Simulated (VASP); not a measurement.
# Li: single point with PBE

The system is Li.

```
CELL_PARAMETERS angstrom
-2.23937 2.23937 1.21586
2.23937 -2.23937 1.21586
2.23937 2.23937 -1.21586
ATOMIC_POSITIONS crystal
Li 0.62500 0.87500 0.75000
Li 0.37500 0.12500 0.25000
```

```
Program                : VASP 6.6.1
Task                   : single point
Functional             : PBE
Potentials or basis    : VASP PAW PBE potentials, release 64 (Li_sv)
Cutoff                 : 520 eV
k mesh                 : 15 × 15 × 15
Occupations            : fermi-dirac, width 0.08 eV
Spin                   : no spin polarisation
Dipole correction      : no
Further INCAR settings : ALGO = Normal; EDIFF = 1e-06; NBANDS = 10
```

```
Band gap on the k mesh : zero (band 3 reaches 4.14 eV, above the bottom of band 4 at 0.79 eV)
```

Levels at points of the mesh, in eV from the Fermi level:
```
           k point  band 1  band 2  band 3  band 4  band 5  band 6  band 7  band 8
(0.00, 0.00, 0.00)  -46.05  -45.82   -3.96    5.11    5.11    8.12   13.61   18.10
```

Wall time 28 s on 1 thread of Intel(R) Xeon(R) 6975P-C (Granite Rapids), on a shared host, peak memory 0.18 GiB.
